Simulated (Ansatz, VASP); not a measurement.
# Two plane-wave programs on Li2O

```xyz
3
Lattice="0.0000 2.2633 2.3095 2.2633 0.0000 2.3095 2.2633 2.2633 0.0000" Properties=species:S:1:pos:R:3 pbc="T T T"
Li    1.1317    1.1317    1.1547
Li    3.3950    3.3950    3.4642
O     0.0000    0.0000    0.0000
```

Change from the starting cell: equal xx and yy strain of -2 %, PAW files.

Alike in both runs: task electric field gradients; functional PBEsol; k mesh 9 × 9 × 9; occupations fermi-dirac, width 0.03 eV; no spin polarisation.

```csv
,VASP,Ansatz
version,VASP 6.6.1,Ansatz 0.2.0
potentials or method,"VASP PAW PBE potentials, release 64 (Li_sv, O)","PAW with Ansatz's default frozen-core files, scalar-relativistic"
plane-wave cutoff (eV),650,420
valence electrons in the cell,12,12
```

|  | VASP | Ansatz | Ansatz less VASP |
| --- | --- | --- | --- |
| gap on the k mesh at the Fermi level (eV) | 4.96 | 4.97 | +0.013 |
| pressure (GPa) | 1.1 | 1.3 | +0.11 |
| traceless stress, the component that is largest in VASP (GPa) | -2.61 | -2.62 | -0.014 |
| size of Vzz on the site where it differs most (V/Å²) | 1.4 | 1.5 | +0.07 |

VASP's potentials were made for PBE, not for PBEsol. The functional is the same, so the differences come from potentials, cutoffs and numerics.
